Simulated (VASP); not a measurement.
Runs of VASP 6.6.1 on Si. The structure is that of space group P6_3/mmc (No. 194), or close to it. The cells are those of the table. This isn't the form of Si at room conditions, which is diamond.

| cell | gap on the mesh (eV) | pressure (GPa) |
| --- | --- | --- |
| a = 2.599, b = 2.599, c = 4.732 Å, angles 90.0, 90.0, 120.0°, 2 atoms | none | (b) |
| a = 2.666, b = 2.666, c = 4.619 Å, angles 90.0, 90.0, 120.0°, 2 atoms | none | (a) |
| a = 2.532, b = 2.532, c = 4.506 Å, angles 90.0, 90.0, 120.0°, 2 atoms | none | 11.1 |
| a = 2.599, b = 2.599, c = 4.619 Å, angles 90.0, 90.0, 120.0°, 2 atoms | none | 1.8 |
| a = 2.532, b = 2.532, c = 4.732 Å, angles 90.0, 90.0, 120.0°, 2 atoms | none | 6.0 |
| a = 2.732, b = 2.732, c = 4.394 Å, angles 90.0, 90.0, 120.0°, 2 atoms | none | -2.9 |
| a = 2.599, b = 2.599, c = 4.281 Å, angles 90.0, 90.0, 120.0°, 2 atoms | none | 10.8 |
| a = 2.532, b = 2.532, c = 4.281 Å, angles 90.0, 90.0, 120.0°, 2 atoms | none | 19.3 |

Alike in all rows: task single point; level r2SCAN; potentials or basis VASP PAW PBE potentials, release 64 (Si); no spin polarisation; k mesh 24 × 24 × 10; cutoff (eV) 520; smearing gaussian 0.15 eV.

Q: Estimate the missing entries.

A: (a) -2.8; (b) -0.1.

Caveats: the PAW data sets were made with another functional, which shifts forces and pressure a little; the cell stands under pressure (at least some runs).

A gap of «none» marks levels without a gap at the run's occupations.
